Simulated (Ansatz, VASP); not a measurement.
## Tc: VASP beside Ansatz

```
CELL_PARAMETERS angstrom
0.00000 1.95000 1.95000
1.95000 0.00000 1.95000
1.95000 1.95000 0.00000
ATOMIC_POSITIONS crystal
Tc 0.00000 0.00000 0.00000
```

Alike in both runs: task relaxation of cell and atoms; functional PBE; k mesh 12 × 12 × 12; occupations fermi-dirac, width 0.05 eV; no spin polarisation.

|  | VASP | Ansatz |
| --- | --- | --- |
| version | VASP 6.6.1 | Ansatz 0.2.0 |
| potentials or method | VASP PAW PBE potentials, release 64 (Tc_pv) | Ansatz PAW earlier set |
| plane-wave cutoff (eV) | 600 | 500 |
| valence electrons in the cell | 13 | 15 |

|  | VASP | Ansatz | Ansatz less VASP |
| --- | --- | --- | --- |
| gap on the k mesh at the Fermi level, each at its own relaxed structure (eV) | none | none | - |
| relaxed volume (Å³/atom) | 14.48 | 14.51 | +0.026 |
| relaxed cell length with the largest relative difference (Å) | 2.736 | 2.737 | +0.0017 |

A gap of «none» marks a metal or a gap that the smearing closes. VASP's potentials hold 13 valence electrons a cell and Ansatz's 15, so a difference there can come from the potentials and not from the codes.

Noted on Ansatz's run: the plane-wave basis is chosen anew once the cell has moved, so the energies of steps on either side of that aren't comparable.
